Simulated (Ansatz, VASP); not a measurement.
## CdBi3O: VASP beside Ansatz

```
CELL_PARAMETERS angstrom
5.02238 0.00000 0.00000
0.00000 5.02238 0.00000
0.00000 0.00000 5.02238
ATOMIC_POSITIONS crystal
Cd 0.50000 0.50000 0.50000
Bi 0.50000 0.00000 0.00000
Bi 0.00000 0.50000 0.00000
Bi 0.00000 0.00000 0.50000
O 0.00000 0.00000 0.00000
```

Change from the starting cell: species swapped into the EuH3Pd type (Pm-3m, No. 221).

Alike in both runs: functional PBE; k mesh 8 × 8 × 8; occupations gaussian, width 0.1 eV; no spin polarisation.

Ansatz relaxed the structure, and its values are those at the end. VASP's run is a single point on that final structure, the one shown.

|  | VASP | Ansatz |
| --- | --- | --- |
| version | VASP 6.6.1 | Ansatz 0.2.0 |
| potentials or method | VASP PAW PBE potentials, release 64 (Cd, Bi_d, O), cutoff 600 eV | scalar-relativistic, plane waves, PAW |
| valence electrons in the cell | 63 | 71 |

```tsv
	VASP	Ansatz	Ansatz less VASP
gap on the k mesh at the Fermi level (eV)	none	none	-
pressure (GPa)	0.0	0.0	0.00
```

A gap of «none» marks a metal or a gap that the smearing closes. With one functional, cell and mesh, what is left measures potentials, basis and numerics. VASP's potentials hold 63 valence electrons a cell and Ansatz's 71, so a difference there can come from the potentials and not from the codes.

Neither program's run includes spin-orbit coupling.
